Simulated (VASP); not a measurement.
Set up this calculation in VASP 6.6.1, as the native input.

```
Task                   : single point
Functional             : PBE
Potentials or basis    : VASP PAW PBE potentials, release 64 (Cr_pv, O)
Cutoff                 : 520 eV
k mesh                 : 5 × 5 × 8
Occupations            : fermi-dirac, width 0.05 eV
Spin                   : collinear spin, ferromagnetic start
Starting moments       : [3.0, 3.0, 0.0, 0.0, 0.0, 0.0] μB
Dipole correction      : no
Further INCAR settings : ALGO = Normal; EDIFF = 1e-06; NBANDS = 37
```

The structure of CrO2 lies in POSCAR:

```
CrO2
1.0
    4.4210000000      0.0442100000      0.0000000000
    0.0442100000      4.4210000000      0.0000000000
    0.0000000000      0.0000000000      2.9170000000
Cr O
2 4
Direct
    0.5000000000      0.5000000000      0.5000000000
    0.0000000000      0.0000000000      0.0000000000
    0.8010000000      0.1990000000      0.5000000000
    0.6990000000      0.6990000000      0.0000000000
    0.1990000000      0.8010000000      0.5000000000
    0.3010000000      0.3010000000      0.0000000000
```

One way to write it, as run:

INCAR

```
SYSTEM = CrO2
ALGO = Normal
EDIFF = 1E-6
ENCUT = 520
GGA = PE
ISIF = 2
ISMEAR = -1
ISPIN = 2
LASPH = .TRUE.
LCHARG = .FALSE.
LMAXMIX = 4
LORBIT = 11
LREAL = .FALSE.
LWAVE = .FALSE.
MAGMOM = 3 3 0 0 0 0
NBANDS = 37
NELM = 150
PREC = Accurate
SIGMA = 0.05
```

KPOINTS

```
k-points
0
G
  5 5 8
  0 0 0
```

Potentials or basis: VASP PAW PBE potentials, release 64 (Cr_pv, O).

The run is started by

```sh
$ cat potpaw_PBE.64/Cr_pv/POTCAR potpaw_PBE.64/O/POTCAR > POTCAR
$ mpirun -np 1 vasp_std > vasp.out
```

Results of the run:

| Item | Value |
| --- | --- |
| Pressure | 3.2 GPa |
| Largest force | 0.301 eV/Å |
| Band gap on the k mesh | zero (filled and empty bands overlap) |
| Net moment | 4.00 μB per cell |
| Site moments | Cr +2.07, +2.12; O -0.07 μB |
| Valence electrons inside the program's atomic spheres | Cr 10.87, 10.85; O 5.05, 5.03 (each value once) |

Caveat: the cell stands under pressure; semilocal functionals often make such compounds metallic where correlation or magnetic order opens a gap, which also shifts bond lengths; the run started ferromagnetic, and an antiferromagnetic order may lie lower in energy.

Run time: 82 s on 1 thread of Intel(R) Xeon(R) 6975P-C (Granite Rapids), with other jobs on the host, peak memory 0.28 GiB.
